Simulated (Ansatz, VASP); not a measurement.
## Mg in VASP and in Ansatz

```
Mg
1.0
     3.19531    0.00000    0.00000
    -1.59766    2.76722    0.00000
     0.00000    0.00000    5.18794
Mg
2
Direct
  0.33333 0.66667 0.25000
  0.66667 0.33333 0.75000
```

Alike in both runs: task single point; functional PBE; k mesh 6 × 6 × 3; occupations fermi-dirac, width 0.1 eV; no spin polarisation.

|  | VASP | Ansatz |
| --- | --- | --- |
| version | VASP 6.6.1 | Ansatz 0.2.0 |
| potentials or method | VASP PAW PBE potentials, release 64 (Mg), cutoff 520 eV | plane waves (420 eV) with PAW, scalar-relativistic |
| valence electrons in the cell | 4 | 20 |

VASP gave:

- pressure (GPa): 0.0
- traceless stress, the component that is largest in VASP (GPa): 0.27

Task: Which values does Ansatz return?

Result: Pressure (GPa): 0.1; traceless stress, the component that is largest in VASP (GPa): 0.27.

The functional is the same, so the differences come from potentials, cutoffs and numerics. VASP's potentials hold 4 valence electrons a cell and Ansatz's 20, so a difference there can come from the potentials and not from the codes.

The k mesh is coarse, so the values compare programs but aren't converged.
